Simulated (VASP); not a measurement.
Here is a VASP 6.6.1 calculation.

INCAR

```
  ALGO = Normal
  EDIFF = 1E-8
  ENCUT = 520
  GGA = PE
  ISIF = 2
  ISMEAR = -1
  LASPH = T
  LCHARG = F
  LEFG = T
  LREAL = F
  LWAVE = F
  NBANDS = 16
  NELM = 80
  PREC = Accurate
  SIGMA = 0.05
```

The input KPOINTS:

```
k-points
0
Gamma
  8 8 8
```

The input POSCAR:

```
Te
1.0
    4.2481668808     -2.3790777987      0.0000000000
    4.2481668808      2.3790777987      0.0000000000
   -0.1308833919      0.0000000000      3.9704974388
Te
3
Direct
    0.6760000000      0.6760000000      0.6750000000
    0.3240000000      0.3240000000      0.3250000000
    0.0000000000      0.0000000000      0.0000000000
```

Potentials or basis: VASP PAW PBE potentials, release 64 (Te).

Launch:

```bash
$ cat potpaw_PBE.64/Te/POTCAR > POTCAR
$ mpirun -np 1 vasp_std > vasp.out
```

Estimate the band gap on the k mesh.

zero (bands 9 and 10 overlap by 3.41 eV).

Predict the pressure.

8.4 GPa.

Electric field gradients, principal values (V/Å²):
| atom | least | middle | greatest (by size) |
| --- | --- | --- | --- |
| 1 Te | 112.131 | 165.149 | -277.280 |
| 2 Te | 112.131 | 165.149 | -277.280 |
| 3 Te | 57.480 | 255.652 | -313.132 |

Caveat: the cell stands under pressure; without QUAD_EFG the Cq values of the log hold for a quadrupole moment of 1 mb, not for the nuclei; spin-orbit coupling is left out, which moves the levels of the heavy elements.
